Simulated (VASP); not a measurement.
Here is a VASP 6.6.1 calculation.

The input INCAR:

```
PREC = Accurate
ENCUT = 520
EDIFF = 1E-6
ISMEAR = 0
SIGMA = 0.15
LREAL = False
LASPH = True
NELM = 100
ALGO = Normal
ISIF = 2
LWAVE = False
LCHARG = True
LELF = True
LVHAR = True
NBANDS = 14
```

Contents of KPOINTS:

```
regular mesh
0
Gamma
  22 22 22
```

The input POSCAR:

```
Rh
1.0
    0.0000000000      1.7987130719      1.7987130719
    1.7987130719      0.0000000000      1.7987130719
    1.7987130719      1.7987130719      0.0000000000
Rh
1
Direct
    0.0000000000      0.0000000000      0.0000000000
```

Potentials or basis: VASP PAW LDA potentials, release 64 (Rh_pv).

Run with:

```sh
$ cat potpaw_LDA.64/Rh_pv/POTCAR > POTCAR
$ mpirun -np 1 vasp_std > vasp.out
```

(1) Predict the pressure.

(2) Predict the band gap on the k mesh.

Results:

(1) 57.4 GPa.

(2) zero (an odd number of electrons rules out a gap without spin polarisation).

Caveat: the cell stands under pressure.
